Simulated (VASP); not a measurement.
Input of a VASP 6.6.1 run:

INCAR

```
  ALGO = Fast
  EDIFF = 1E-6
  ENCUT = 520
  GGA = PS
  ISIF = 2
  ISMEAR = 0
  LASPH = True
  LCHARG = False
  LREAL = False
  LWAVE = False
  NBANDS = 11
  NELM = 100
  PREC = Accurate
  SIGMA = 0.15
```

File KPOINTS:

```
k-points
0
Gamma
  18 18 18
```

File POSCAR:

```
Ca
1.0
    3.4472033558      0.0000000000      0.0000000000
    0.0000000000      3.4989114061      0.0000000000
    0.0000000000      0.0000000000      3.4472033558
Ca
1
Direct
    0.0000000000      0.0000000000      0.0000000000
```

Potentials or basis: VASP PAW PBE potentials, release 64 (Ca_sv).

Command:

```sh
$ cat potpaw_PBE.64/Ca_sv/POTCAR > POTCAR
$ mpirun -np 1 vasp_std > vasp.out
```

(1) Predict the pressure.

(2) What does it give for the band gap on the k mesh?

Answers

(1) -0.1 GPa.

(2) zero (bands 5 and 6 overlap by 1.15 eV).

Caveat: the cell differs from its parent crystal (strain +0.0150 x Voigt [0, 1, 0, 0, 0, 0]); the PAW data sets were made with another functional, which shifts forces and pressure a little.
